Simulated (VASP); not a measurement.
Wanted: the native input for a VASP 6.6.1 run.

```yaml
Task: single point
Functional: r2SCAN
Potentials_or_basis: VASP PAW PBE potentials, release 64 (Si, Ni)
Cutoff: 520 eV
k_mesh: 12 × 12 × 8
Occupations: gaussian, width 0.1 eV
Spin: no spin polarisation
Dipole_correction: no
Further_INCAR_settings: ALGO = Normal; EDIFF = 1e-06; NBANDS = 33
```

Crystal: SiNi2.

```
CELL_PARAMETERS angstrom
3.80436 0.00000 0.00000
-1.90218 3.29467 0.00000
0.00000 0.00000 4.80967
ATOMIC_POSITIONS crystal
Si 0.33333 0.66667 0.75000
Si 0.66667 0.33333 0.25000
Ni 0.00000 0.00000 0.00000
Ni 0.00000 0.00000 0.50000
Ni 0.33333 0.66667 0.25000
Ni 0.66667 0.33333 0.75000
```

These files were run (other wordings do the same):

POSCAR

```
SiNi2
1.0
    3.8043613730      0.0000000000      0.0000000000
   -1.9021806865      3.2946735942      0.0000000000
    0.0000000000      0.0000000000      4.8096741259
Si Ni
2 4
Direct
    0.3333333333      0.6666666667      0.7500000000
    0.6666666667      0.3333333333      0.2500000000
    0.0000000000      0.0000000000      0.0000000000
    0.0000000000      0.0000000000      0.5000000000
    0.3333333333      0.6666666667      0.2500000000
    0.6666666667      0.3333333333      0.7500000000
```

INCAR.step1

```
PREC = Accurate
ENCUT = 520
ISMEAR = 0
SIGMA = 0.1
LREAL = F
LASPH = T
NELM = 80
NBANDS = 33
GGA = PE
ALGO = Normal
EDIFF = 1E-4
LWAVE = T
LCHARG = F
```

INCAR.step2

```
PREC = Accurate
ENCUT = 520
EDIFF = 1E-6
ISMEAR = 0
SIGMA = 0.1
LREAL = F
LASPH = T
NELM = 80
ALGO = Normal
ISIF = 2
LWAVE = F
LCHARG = F
METAGGA = R2SCAN
LMIXTAU = T
NBANDS = 33
ISTART = 1
```

KPOINTS

```
Automatic mesh
0
Gamma
  12 12 8
```

Potentials or basis: VASP PAW PBE potentials, release 64 (Si, Ni).

Launch:

```console
$ cat potpaw_PBE.64/Si/POTCAR potpaw_PBE.64/Ni/POTCAR > POTCAR
$ cp INCAR.step1 INCAR
$ mpirun -np 1 vasp_std > vasp.out
$ cp INCAR.step2 INCAR
$ mpirun -np 1 vasp_std > vasp.out
```

Results of the run:

The pressure is 15.3 GPa and the band gap on the k mesh is zero (band 24 reaches 15.50 eV, above the bottom of band 25 at 11.63 eV).

Caveat: the PAW data sets were made with another functional, which shifts forces and pressure a little.

Wall time 11 min on 1 thread of Intel Xeon 6975P-C, on a shared host, peak memory 0.28 GiB.
